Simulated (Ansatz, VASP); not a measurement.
**Pt in VASP and in Ansatz**

The input INCAR:

```
SYSTEM = Pt
PREC = Accurate ; ENCUT = 520
EDIFF = 1E-6 ; ISMEAR = 0
SIGMA = 0.1 ; LREAL = .False.
LASPH = .True. ; NELM = 60
ALGO = Normal ; ISIF = 2
LWAVE = .False. ; LCHARG = .False.
LDIPOL = .True. ; IDIPOL = 3
DIPOL = 0.5 0.5 0.500 ; GGA = PS
NBANDS = 33
```

KPOINTS

```
Automatic mesh
0
Gamma
  12 12 1
  0 0 0
```

POSCAR

```
Pt
1.0
    2.8072933478      0.0000000000      0.0000000000
   -1.4036466739      2.4311873550      0.0000000000
    0.0000000000      0.0000000000     24.1685816804
Pt
5
Direct
    0.6666666667      0.3333333333      0.3103202372
    0.3333333333      0.6666666667      0.4051601186
    0.0000000000      0.0000000000      0.5000000000
    0.6666666667      0.3333333333      0.5948398814
    0.3333333333      0.6666666667      0.6896797628
```

Input for Ansatz:

```yaml
crystal:
  lattice:
    - [2.8072933478, 0.0, 0.0]
    - [-1.4036466739, 2.431187355, 0.0]
    - [0.0, 0.0, 24.1685816804]
  atoms:
    - { symbol: Pt, position: [0.6666666667, 0.3333333333, 0.3103202372] }
    - { symbol: Pt, position: [0.3333333333, 0.6666666667, 0.4051601186] }
    - { symbol: Pt, position: [0.0, 0.0, 0.5] }
    - { symbol: Pt, position: [0.6666666667, 0.3333333333, 0.5948398814] }
    - { symbol: Pt, position: [0.3333333333, 0.6666666667, 0.6896797628] }
basis:
  ecutwfc: 420
kpoints:
  mp_grid: { grid: [12, 12, 1] }
hamiltonian:
  xc: pbesol
scf:
  occupations: { method: gaussian, width: 0.1 }
output:
  forces: true
  stress: true
  eigenvalues: true
  write_density: true
  write_potential: true
  elf: true
  volumetric_format: npy
efield:
  axis: 3
  dipole_correction: true
  ramp_width: 0.04
```

Alike in both runs: task single point; functional PBEsol; k mesh 12 × 12 × 1; occupations gaussian, width 0.1 eV; no spin polarisation.

```csv
,VASP,Ansatz
version,VASP 6.6.1,Ansatz 0.2.0
potentials or method,"VASP PAW PBE potentials, release 64 (Pt), cutoff 520 eV","scalar-relativistic, plane waves, PAW"
valence electrons in the cell,50,90
```

Ansatz gave:

| Item | Value |
| --- | --- |
| gap on the k mesh at the Fermi level (eV) | none |
| rms of the force components (eV/Å) | 0.151 |

**Question.** Which values does VASP return?

**Answer.** gap on the k mesh at the Fermi level (eV): none; rms of the force components (eV/Å): 0.156.

VASP's potentials were made for PBE, not for PBEsol. Atom by atom the forces differ by 0.007 eV/Å (rms over components). A gap of «none» marks a metal or a gap that the smearing closes. VASP's potentials hold 50 valence electrons a cell and Ansatz's 90, so a difference there can come from the potentials and not from the codes. Ansatz's warnings: xc potential rough in thin density.

Spin-orbit coupling is off throughout.
